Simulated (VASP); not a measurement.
# Si4HC5 in VASP: single point with PBEsol

Aim: the single point of Si4HC5 with PBEsol.

Everything below comes from runs of VASP 6.6.1. Logs are shortened: lines on timing, memory, paths and dates and some standing lists are left out, and cuts for length are marked.

**1. The cell of the first run**

The cell holds a slab with vacuum, 10 atoms: a = 3.081 Å, b = 3.081 Å, c = 27.724 Å, α = 90.00°, β = 90.00°, γ = 90.00°.

**2. Single point, PBEsol, collinear spin**

Input file INCAR:

```
ALGO = Normal ; DIPOL = 0.5 0.5 0.487
EDIFF = 1E-6 ; ENCUT = 520
GGA = PS ; IDIPOL = 3
ISIF = 2 ; ISMEAR = 0
ISPIN = 2 ; LASPH = True
LCHARG = False ; LDIPOL = True
LORBIT = 11 ; LREAL = False
LWAVE = False ; MAGMOM = 0 0 0 0 1 0 0 0 0 0
NBANDS = 34 ; NELM = 150
PREC = Accurate ; SIGMA = 0.05
```

Input file KPOINTS:

```
k-points
0
Gamma
  9 9 1
```

Input file POSCAR:

```
Si4HC5
1.0
    3.0806203182      0.0000000000      0.0000000000
    0.0000000000      3.0806203182      0.0000000000
    0.0000000000      0.0000000000     27.7241463104
C Si H
5 4 1
Direct
    0.0000000000      0.5000000000      0.3065919472
    0.5000000000      0.0000000000      0.3851634383
    0.0000000000      0.5000000000      0.4633123127
    0.5000000000      0.0000000000      0.5416284831
    0.5000000000      0.0000000000      0.6326687357
    0.5000000000      0.5000000000      0.3458776927
    0.0000000000      0.0000000000      0.4244491839
    0.5000000000      0.5000000000      0.5031462000
    0.0000000000      0.0000000000      0.5910551111
    0.5000000000      0.0000000000      0.6726189409
```

Potentials or basis: VASP PAW PBE potentials, release 64 (C, Si, H).

Started as:

```
$ cat potpaw_PBE.64/C/POTCAR potpaw_PBE.64/Si/POTCAR potpaw_PBE.64/H/POTCAR > POTCAR
$ mpirun -np 1 vasp_std > vasp.out
```

OUTCAR:

```text
EDIFF = 1E-6
   ENCUT = 520
   GGA = PS
   ISIF = 2
   ISMEAR = 0
   ISPIN = 2
   LASPH = True
   LORBIT = 11
   LREAL = False
   NELM = 150
   PREC = Accurate

 ion  position               nearest neighbor table
   1  0.000  0.500  0.307-   6 1.89   6 1.89
   2  0.500  0.000  0.385-   6 1.89   6 1.89   7 1.89   7 1.89
   3  0.000  0.500  0.463-   7 1.88   7 1.88   8 1.90   8 1.90
   4  0.500  0.000  0.542-   8 1.87   8 1.87   9 2.06   9 2.06
   5  0.500  0.000  0.633-  10 1.11   9 1.92   9 1.92
   6  0.500  0.500  0.346-   1 1.89   1 1.89   2 1.89   2 1.89   7 3.08   7 3.08   7 3.08   7 3.08

   7  0.000  0.000  0.424-   3 1.88   3 1.88   2 1.89   2 1.89   6 3.08   6 3.08   6 3.08   6 3.08
                             8 3.08   8 3.08   8 3.08   8 3.08
   8  0.500  0.500  0.503-   4 1.87   4 1.87   3 1.90   3 1.90   7 3.08   7 3.08   7 3.08   7 3.08

   9  0.000  0.000  0.591-   5 1.92   5 1.92   4 2.06   4 2.06
  10  0.500  0.000  0.673-   5 1.11

  LATTYP: Found a simple tetragonal cell.
 ALAT       =     3.0806203182
 C/A-ratio  =     8.9995336805

  Lattice vectors:

 A1 = (   3.0806203182,   0.0000000000,   0.0000000000)
 A2 = (   0.0000000000,   3.0806203182,   0.0000000000)
 A3 = (   0.0000000000,   0.0000000000,  27.7241463104)

Analysis of symmetry for initial positions (statically):
=====================================================================
 Subroutine PRICEL returns:
 Original cell was already a primitive cell.

 Routine SETGRP: Setting up the symmetry group for a
 simple tetragonal supercell.

 Subroutine GETGRP returns: Found  4 space group operations
 (whereof  4 operations were pure point group operations)
 out of a pool of 16 trial point group operations.

The static configuration has the point symmetry C_2v.

Analysis of symmetry for dynamics (positions and initial velocities):
=====================================================================
 Subroutine PRICEL returns:
 Original cell was already a primitive cell.

 Routine SETGRP: Setting up the symmetry group for a
 simple tetragonal supercell.

 Subroutine GETGRP returns: Found  4 space group operations
 (whereof  4 operations were pure point group operations)
 out of a pool of 16 trial point group operations.

The dynamic configuration has the point symmetry C_2v.

Analysis of structural, dynamic, and magnetic symmetry:
=====================================================================
 Subroutine PRICEL returns:
 Original cell was already a primitive cell.

 Routine SETGRP: Setting up the symmetry group for a
 simple tetragonal supercell.

 Subroutine GETGRP returns: Found  4 space group operations
 (whereof  4 operations were pure point group operations)
[... 183 lines left out ...]
      4     -12.5593      1.00000
      5     -11.2130      1.00000
      6      -8.4825      1.00000
[... 781 lines left out ...]
     29       6.9321      0.00000
     30       7.2426      0.00000

 [... further k-points ...]

 spin component 2

 k-point     1 :       0.0000    0.0000    0.0000
  band No.  band energies     occupation
      1     -16.2677      1.00000
      2     -15.1621      1.00000
      3     -14.0403      1.00000
      4     -12.5431      1.00000
      5     -11.2089      1.00000
      6      -8.4740      1.00000
[... 781 lines left out ...]
     29       6.9371      0.00000
     30       7.2511      0.00000

 [... further k-points ...]

 [bands above 30 left out]

------------------------ aborting loop because EDIFF is reached ----------------------------------------

 vacuum level on the upper side and lower side of the slab       (xc-potential included)        -1.626         1.265

  FORCE on cell =-STRESS in cart. coord.  units (eV):
  Direction    XX          YY          ZZ          XY          YZ          ZX
  --------------------------------------------------------------------------------------
  -------------------------------------------------------------------------------------
  Total       -6.1272520     -3.4247558     -2.0725475      0.0000000      0.0000000      0.0000000
  in kB      -37.3114215    -20.8547821    -12.6206158      0.0000000      0.0000000      0.0000000
  external PRESSURE =     -23.5956065 kB  Pullay stress =       0.0000000 kB

 VOLUME and BASIS-vectors are now :
 -----------------------------------------------------------------------------
  energy-cutoff  :      520.00
  volume of cell :      263.11
      direct lattice vectors                 reciprocal lattice vectors
     3.080620318  0.000000000  0.000000000     0.324609948  0.000000000  0.000000000
     0.000000000  3.080620318  0.000000000     0.000000000  0.324609948  0.000000000
     0.000000000  0.000000000 27.724146310     0.000000000  0.000000000  0.036069641

 POSITION                                       TOTAL-FORCE (eV/Angst)
 -----------------------------------------------------------------------------------
      0.00000      1.54031      8.50000         0.000000      0.000000      1.954413
      1.54031      0.00000     10.67833         0.000000      0.000000      0.162998
      0.00000      1.54031     12.84494         0.000000      0.000000      0.100519
      1.54031      0.00000     15.01619         0.000000      0.000000     -0.017687
      1.54031      0.00000     17.54020         0.000000      0.000000     -0.032794
      1.54031      1.54031      9.58916         0.000000      0.000000     -1.967216
      0.00000      0.00000     11.76749         0.000000      0.000000     -0.267340
      1.54031      1.54031     13.94930         0.000000      0.000000     -0.000770
      0.00000      0.00000     16.38650         0.000000      0.000000      0.038508
      1.54031      0.00000     18.64779         0.000000      0.000000      0.029370
 -----------------------------------------------------------------------------------
    total drift:                                0.000000      0.000000      0.000074

  FREE ENERGIE OF THE ION-ELECTRON SYSTEM (eV)
  ---------------------------------------------------
  free  energy   TOTEN  =       -68.2844270564 eV

  energy  without entropy=      -68.2758878305  energy(sigma->0) =      -68.28015744

 vacuum level on the upper side and lower side of the slab         3.254         6.194

 total charge

# of ion       s       p       d       tot
------------------------------------------
    1        0.921   1.300   0.000   2.221
    2        0.845   1.670   0.000   2.515
    3        0.839   1.685   0.000   2.524
    4        0.864   1.560   0.000   2.424
    5        0.899   1.462   0.000   2.361
    6        0.712   0.977   0.000   1.690
    7        0.714   0.971   0.000   1.685
    8        0.712   0.969   0.000   1.681
    9        0.697   0.851   0.000   1.548
   10        0.620   0.044   0.000   0.664
--------------------------------------------------
tot          7.822  11.490   0.000  19.312

 magnetization (x)

# of ion       s       p       d       tot
------------------------------------------
    1       -0.000  -0.002   0.000  -0.003
    2       -0.000  -0.000   0.000  -0.001
    3        0.000   0.001   0.000   0.001
    4        0.001   0.016   0.000   0.017
    5        0.001   0.012   0.000   0.013
    6       -0.000  -0.000   0.000  -0.000
    7        0.000   0.000   0.000   0.000
    8       -0.000  -0.000   0.000  -0.001
    9       -0.001   0.001   0.000   0.000
   10       -0.000   0.000   0.000  -0.000
--------------------------------------------------
tot          0.001   0.027   0.000   0.028
```

OSZICAR:

```text
N       E                     dE             d eps       ncg     rms          rms(c)
DAV:   1     0.185896131017E+03    0.18590E+03   -0.14172E+04  3400   0.862E+02
DAV:   2    -0.486693826038E+02   -0.23457E+03   -0.22186E+03  4622   0.187E+02
DAV:   3    -0.739749688491E+02   -0.25306E+02   -0.24534E+02  4390   0.584E+01
[... 35 lines left out ...]
DAV:  39    -0.682844095175E+02   -0.25739E-04   -0.62475E-07  3002   0.266E-03    0.844E-04
DAV:  40    -0.682844190309E+02   -0.95133E-05   -0.18505E-07  2976   0.173E-03    0.637E-04
DAV:  41    -0.682844247637E+02   -0.57329E-05   -0.13929E-07  3030   0.136E-03    0.435E-04
DAV:  42    -0.682844261618E+02   -0.13981E-05   -0.51239E-08  2994   0.875E-04    0.261E-04
DAV:  43    -0.682844270564E+02   -0.89457E-06   -0.28858E-08  2874   0.600E-04
   1 F= -.68284427E+02 E0= -.68280157E+02  d E =-.853923E-02  mag=     0.0567
```

It took 15 min on 1 thread of AMD EPYC 9R45 (Zen 5), shared host; peak memory 0.61 GiB.

What came out:

| Quantity | Value |
| --- | --- |
| Free energy | -68.2844 eV |
| Largest force | 1.967 eV/Å |
| Net moment | 0.06 μB per cell |
| Valence electrons inside the program's atomic spheres | C 2.22, 2.52, 2.42, 2.36 (each value once); Si 1.69, 1.68, 1.55 (each value once); H 0.66 |

Forces on the atoms (eV/Å):
```
C    0.000  0.000  1.954
C    0.000  0.000  0.163
C    0.000  0.000  0.101
C    0.000  0.000 -0.018
C    0.000  0.000 -0.033
Si   0.000  0.000 -1.967
Si   0.000  0.000 -0.267
Si   0.000  0.000 -0.001
Si   0.000  0.000  0.039
H    0.000  0.000  0.029
```

Levels at points of the mesh, in eV from the Fermi level:
Spin up:
```
           k point  band 15  band 16  band 17  band 18  band 19  band 20  band 21  band 22
(0.00, 0.00, 0.00)    -1.11    -0.36    -0.24     0.25     0.75     1.60     1.75     1.98
```
Spin down:
| k point | band 15 | band 16 | band 17 | band 18 | band 19 | band 20 | band 21 | band 22 |
| --- | --- | --- | --- | --- | --- | --- | --- | --- |
| (0.00, 0.00, 0.00) | -1.10 | -0.35 | -0.25 | 0.30 | 0.77 | 1.62 | 1.75 | 1.99 |

Caveat: the PAW data sets were made with another functional, which shifts forces and pressure a little.
